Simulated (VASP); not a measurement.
# Ti12S in VASP: single point with PBE

Aim: the single point of Ti12S with PBE.

Program: VASP 6.6.1. These are calculated values, not measurements. Logs are shortened: lines on timing, memory, paths and dates and some standing lists are left out, and cuts for length are marked.

## Step 1: The cell of the first run

The cell holds a slab with vacuum, 13 atoms: a = 5.876 Å, b = 4.650 Å, c = 21.284 Å, α = 90.00°, β = 90.00°, γ = 90.00°.

## Step 2: Single point, PBE

File INCAR:

```
SYSTEM = Ti12S
PREC = Accurate ; ENCUT = 520
EDIFF = 1E-6 ; ISMEAR = 0
SIGMA = 0.1 ; LREAL = .FALSE.
LASPH = .TRUE. ; NELM = 80
ALGO = Normal ; ISIF = 2
LWAVE = .FALSE. ; LCHARG = .FALSE.
LDIPOL = .TRUE. ; IDIPOL = 3
DIPOL = 0.5 0.5 0.341 ; GGA = PE
NBANDS = 87
```

File KPOINTS:

```
regular mesh
0
G
  5 6 1
  0 0 0
```

File POSCAR:

```
Ti12S
1.0
    5.8763264169      0.0000000000      0.0000000000
    0.0000000000      4.6504654180      0.0000000000
    0.0000000000      0.0000000000     21.2842241737
Ti S
12 1
Direct
    0.0000000000      0.7500000000      0.1879326194
    0.5000000000      0.7500000000      0.1879326194
    0.2500000000      0.2500000000      0.2277825407
    0.7500000000      0.2500000000      0.2277825407
    0.2500000000      0.7500000000      0.3074823835
    0.7500000000      0.7500000000      0.3074823835
    0.0000000000      0.2500000000      0.3461291986
    0.5000000000      0.2500000000      0.3461291986
    0.0000000000      0.7500000000      0.4220680061
    0.5000000000      0.7500000000      0.4220680061
    0.2500000000      0.2500000000      0.4596937193
    0.7500000000      0.2500000000      0.4596937193
    0.5000000000      0.4166666667      0.5346736268
```

Potentials or basis: VASP PAW PBE potentials, release 64 (Ti_sv, S).

Command:

```console
$ cat potpaw_PBE.64/Ti_sv/POTCAR potpaw_PBE.64/S/POTCAR > POTCAR
$ mpirun -np 1 vasp_std > vasp.out
```

OUTCAR:

```text
SYSTEM = Ti12S
   PREC = Accurate
   ENCUT = 520
   EDIFF = 1E-6
   ISMEAR = 0
   LREAL = .FALSE.
   LASPH = .TRUE.
   NELM = 80
   ISIF = 2
   GGA = PE

 ion  position               nearest neighbor table
   1  0.000  0.750  0.188-   3 2.88   4 2.88   3 2.88   4 2.88
   2  0.500  0.750  0.188-   3 2.88   4 2.88   3 2.88   4 2.88
   3  0.250  0.250  0.228-   1 2.88   2 2.88   1 2.88   2 2.88   5 2.88   5 2.88   8 2.92   7 2.92

   4  0.750  0.250  0.228-   1 2.88   2 2.88   1 2.88   2 2.88   6 2.88   6 2.88   8 2.92   7 2.92

   5  0.250  0.750  0.307-   9 2.85  10 2.85   7 2.87   8 2.87   7 2.87   8 2.87   3 2.88   3 2.88

   6  0.750  0.750  0.307-   9 2.85  10 2.85   7 2.87   8 2.87   7 2.87   8 2.87   4 2.88   4 2.88

   7  0.000  0.250  0.346-  11 2.83  12 2.83   9 2.83   9 2.83   5 2.87   5 2.87   6 2.87   6 2.87
                             3 2.92   4 2.92
   8  0.500  0.250  0.346-  11 2.83  12 2.83  10 2.83  10 2.83   5 2.87   5 2.87   6 2.87   6 2.87
                             3 2.92   4 2.92
   9  0.000  0.750  0.422-   7 2.83   7 2.83   5 2.85   6 2.85  12 2.86  11 2.86  11 2.86  12 2.86

  10  0.500  0.750  0.422-   8 2.83   8 2.83   5 2.85   6 2.85  13 2.85  11 2.86  12 2.86  11 2.86
                            12 2.86
  11  0.250  0.250  0.460-  13 2.30   8 2.83   7 2.83  10 2.86   9 2.86   9 2.86  10 2.86
  12  0.750  0.250  0.460-  13 2.30   8 2.83   7 2.83  10 2.86   9 2.86   9 2.86  10 2.86
  13  0.500  0.417  0.535-  11 2.30  12 2.30  10 2.85

  LATTYP: Found a simple orthorhombic cell.
 ALAT       =     4.6504654180
 B/A-ratio  =     1.2635996376
 C/A-ratio  =     4.5767944196

  Lattice vectors:

 A1 = (   0.0000000000,  -4.6504654180,   0.0000000000)
 A2 = (   5.8763264169,   0.0000000000,   0.0000000000)
 A3 = (   0.0000000000,   0.0000000000,  21.2842241737)

Analysis of symmetry for initial positions (statically):
=====================================================================
 Subroutine PRICEL returns:
 Original cell was already a primitive cell.

 Routine SETGRP: Setting up the symmetry group for a
 simple orthorhombic supercell.

 Subroutine GETGRP returns: Found  2 space group operations
 (whereof  2 operations were pure point group operations)
 out of a pool of  8 trial point group operations.

The static configuration has the point symmetry C_1h.

Analysis of symmetry for dynamics (positions and initial velocities):
=====================================================================
 Subroutine PRICEL returns:
 Original cell was already a primitive cell.

 Routine SETGRP: Setting up the symmetry group for a
 simple orthorhombic supercell.

 Subroutine GETGRP returns: Found  2 space group operations
 (whereof  2 operations were pure point group operations)
 out of a pool of  8 trial point group operations.

The dynamic configuration has the point symmetry C_1h.

 Subroutine INISYM returns: Found  2 space group operations
 (whereof  2 operations are pure point group operations),
 and found     1 'primitive' translations

----------------------------------------------------------------------------------------

                                     Primitive cell

  volume of cell :     581.6479

  direct lattice vectors                    reciprocal lattice vectors
     5.876326417  0.000000000  0.000000000     0.170174345  0.000000000  0.000000000
     0.000000000  4.650465418  0.000000000     0.000000000  0.215032241  0.000000000
     0.000000000  0.000000000 21.284224174     0.000000000  0.000000000  0.046983155

  length of vectors
     5.876326417  4.650465418 21.284224174     0.170174345  0.215032241  0.046983155

  position of ions in fractional coordinates (direct lattice)
     0.000000000  0.750000000  0.187932619
     0.500000000  0.750000000  0.187932619
     0.250000000  0.250000000  0.227782541
     0.750000000  0.250000000  0.227782541
     0.250000000  0.750000000  0.307482384
     0.750000000  0.750000000  0.307482384
     0.000000000  0.250000000  0.346129199
     0.500000000  0.250000000  0.346129199
     0.000000000  0.750000000  0.422068006
     0.500000000  0.750000000  0.422068006
     0.250000000  0.250000000  0.459693719
     0.750000000  0.250000000  0.459693719
     0.500000000  0.416666667  0.534673627
[... 39 lines left out ...]
 ===========================================

 Found     12 irreducible k-points:

 Following reciprocal coordinates:
            Coordinates               Weight
  0.000000  0.000000  0.000000      1.000000
  0.200000  0.000000  0.000000      2.000000
  0.400000  0.000000  0.000000      2.000000
  0.000000  0.166667  0.000000      2.000000
  0.200000  0.166667  0.000000      4.000000
  0.400000  0.166667  0.000000      4.000000
  0.000000  0.333333  0.000000      2.000000
  0.200000  0.333333  0.000000      4.000000
  0.400000  0.333333  0.000000      4.000000
  0.000000  0.500000  0.000000      1.000000
  0.200000  0.500000  0.000000      2.000000
  0.400000  0.500000  0.000000      2.000000
   k-points           NKPTS =     12   k-points in BZ     NKDIM =     12   number of bands    NBANDS=     87
   number of dos      NEDOS =    301   number of ions     NIONS =     13
   total plane-waves  NPLWV = 276480
   dimension x,y,z NGX =    48 NGY =   36 NGZ =  160
   dimension x,y,z NGXF=    96 NGYF=   72 NGZF=  320
   ions per type =              12   1
   NGX,Y,Z   is equivalent  to a cutoff of  13.58, 12.87, 12.50 a.u.
   NGXF,Y,Z  is equivalent  to a cutoff of  27.16, 25.74, 24.99 a.u.
 SYSTEM =  Ti12S
   PREC   = accura    normal or accurate (medium, high low for compatibility)
   ISTART =      0    job   : 0-new  1-cont  2-samecut
   ICHARG =      2    charge: 1-file 2-atom 10-const
   ISPIN  =      1    spin polarized calculation?
   LNONCOLLINEAR =      F non collinear calculations
   LSORBIT =      F    spin-orbit coupling
   LASPH  =      T    aspherical Exc in radial PAW
   ENCUT  =  520.0 eV  38.22 Ry    6.18 a.u.  10.93  8.65 39.57*2*pi/ulx,y,z
   NELM   =     80;   NELMIN=  2; NELMDL= -5     # of ELM steps
   EDIFF  = 0.1E-05   stopping-criterion for ELM
   LREAL  =      F    real-space projection
   EDIFFG = 0.1E-04   stopping-criterion for IOM
   NSW    =      0    number of steps for IOM
   IBRION =     -1    ionic relax: 0-MD 1-quasi-New 2-CG
   NFREE  =      0    steps in history (QN), initial steepest desc. (CG)
   ISIF   =      2    stress and relaxation
   ISYM   =      2    0-nonsym 1-usesym 2-fastsym
   POTIM  = 0.5000    time-step for ionic-motion
   TEBEG  =    0.0;   TEEND  =   0.0 temperature during run
   PSTRESS=    0.0 pullay stress
   NELECT =     150.0000    total number of electrons
   NUPDOWN=      -1.0000    fix difference up-down
   EMIN   =  10.00;   EMAX   =-10.00  energy-range for DOS
   EFERMI =   0.00;   METHOD = LEGACY
   ISMEAR =     0;   SIGMA  =   0.10  broadening in eV -4-tet -1-fermi 0-gaus
   EFERMI_NEDOS =   21; number of points for ismear=-14 and -15
   IALGO  =     38    algorithm
   IMIX   =      4    mixing-type and parameters
     AMIX     =   0.40;   BMIX     =  1.00
     AMIX_MAG =   1.60;   BMIX_MAG =  1.00
  volume/ion in A,a.u.               =      44.74       301.93
  Fermi-wavevector in a.u.,A,eV,Ry     =   1.042042  1.969174 14.773905  1.085851
  Thomas-Fermi vector in A             =   2.176690
   LORBIT       =      0    0 simple, 1 ext, 2 COOP (PROOUT), +10 PAW based schemes
   GGA     = PE    functional components
   LHFCALC =     F    Hartree Fock is set to
   AEXX    =    0.0000 exact exchange contribution
   IVDW    =     0    specifies the selected vdW correction
   LEPSILON=     F    determine dielectric tensor
   LRPA    =     F    only Hartree local field effects (RPA)
 non-spin polarized calculation
 Gauss-broadening in eV      SIGMA  =   0.10
  energy-cutoff  :      520.00
  volume of cell :      581.65
 maximum number of plane-waves:     15708
 NGX is ok and might be reduce to    48
   NGX = 21   NGY = 17   NGZ = 79

 dipolmoment           0.000000      0.000000     -0.005653 electrons x Angstroem

 number of electron     150.0000023 magnetization

 dipolmoment           0.000000      0.000000      0.180696 electrons x Angstroem

 Free energy of the ion-electron system (eV)
  ---------------------------------------------------
  ext. energy  EPLUGINS =         0.00000000
  ---------------------------------------------------
  free energy    TOTEN  =       -94.39735920 eV

  energy without entropy =      -94.29754850  energy(sigma->0) =      -94.34745385

 E-fermi :   0.6254     XC(G=0):  -5.3192

 val. band max:        0.5996299275   @ k =   0.4000   0.1667   0.0000
 cond. band min:       0.6300640436   @ k =   0.4000   0.3333   0.0000
 fundamental gap:      0.0304341160
 Fermi energy:         0.6253540439

 k-point     1 :       0.0000    0.0000    0.0000
  band No.  band energies     occupation
      1     -56.4204      2.00000
      2     -56.3757      2.00000
      3     -56.2494      2.00000
      4     -56.1861      2.00000
      5     -56.1625      2.00000
      6     -56.1554      2.00000
[... 1069 lines left out ...]
     86       1.0919      0.00000
     87       1.1702      0.00000

------------------------ aborting loop because EDIFF is reached ----------------------------------------

 vacuum level on the upper side and lower side of the slab       (xc-potential included)         0.486        -0.660

  FORCE on cell =-STRESS in cart. coord.  units (eV):
  Direction    XX          YY          ZZ          XY          YZ          ZX
  --------------------------------------------------------------------------------------
  -------------------------------------------------------------------------------------
  Total       -2.1262471     -2.9292751     -1.0658216      0.0000000      0.7434324      0.0000000
  in kB       -5.8568508     -8.0688303     -2.9358574      0.0000000      2.0478205      0.0000000
  external PRESSURE =      -5.6205128 kB  Pullay stress =       0.0000000 kB

 VOLUME and BASIS-vectors are now :
 -----------------------------------------------------------------------------
  energy-cutoff  :      520.00
  volume of cell :      581.65
      direct lattice vectors                 reciprocal lattice vectors
     5.876326417  0.000000000  0.000000000     0.170174345  0.000000000  0.000000000
     0.000000000  4.650465418  0.000000000     0.000000000  0.215032241  0.000000000
     0.000000000  0.000000000 21.284224174     0.000000000  0.000000000  0.046983155

 POSITION                                       TOTAL-FORCE (eV/Angst)
 -----------------------------------------------------------------------------------
      0.00000      3.48785      4.00000         0.000000     -0.000202      0.316686
      2.93816      3.48785      4.00000         0.000000     -0.011148      0.323762
      1.46908      1.16262      4.84817         0.017317     -0.013471      0.071653
      4.40724      1.16262      4.84817        -0.017317     -0.013471      0.071653
      1.46908      3.48785      6.54452        -0.053569      0.102053     -0.380015
      4.40724      3.48785      6.54452         0.053569      0.102053     -0.380015
      0.00000      1.16262      7.36709         0.000000     -0.065774     -0.109961
      2.93816      1.16262      7.36709         0.000000     -0.058643     -0.349488
      0.00000      3.48785      8.98339         0.000000     -0.114565     -0.487623
      2.93816      3.48785      8.98339         0.000000     -0.276504      0.698242
      1.46908      1.16262      9.78422        -0.137709     -0.010665      0.108152
      4.40724      1.16262      9.78422         0.137709     -0.010665      0.108152
      2.93816      1.93769     11.38011         0.000000      0.371001      0.008802
 -----------------------------------------------------------------------------------
    total drift:                                0.000000      0.000000      0.000315

  FREE ENERGIE OF THE ION-ELECTRON SYSTEM (eV)
  ---------------------------------------------------
  free  energy   TOTEN  =       -94.3973591986 eV

  energy  without entropy=      -94.2975484978  energy(sigma->0) =      -94.34745385

 vacuum level on the upper side and lower side of the slab         5.573         4.328
```

Wall time 59 min (1 thread of Intel Xeon Platinum 8259CL at 2.50GHz (Skylake/Cascade Lake), shared host); peak memory 0.81 GiB.

Results:

| Item | Value |
| --- | --- |
| Free energy | -94.3974 eV |
| Largest force | 0.751 eV/Å |
| Band gap on the k mesh | zero (bands 75 and 76 overlap by 0.30 eV) |

Forces on the atoms (eV/Å):
```
Ti   0.000  0.000  0.317
Ti   0.000 -0.011  0.324
Ti   0.017 -0.013  0.072
Ti  -0.017 -0.013  0.072
Ti  -0.054  0.102 -0.380
Ti   0.054  0.102 -0.380
Ti   0.000 -0.066 -0.110
Ti   0.000 -0.059 -0.349
Ti   0.000 -0.115 -0.488
Ti   0.000 -0.277  0.698
Ti  -0.138 -0.011  0.108
Ti   0.138 -0.011  0.108
S    0.000  0.371  0.009
```

The gap in the log of VASP goes by the Fermi energy; the results here count the filled bands.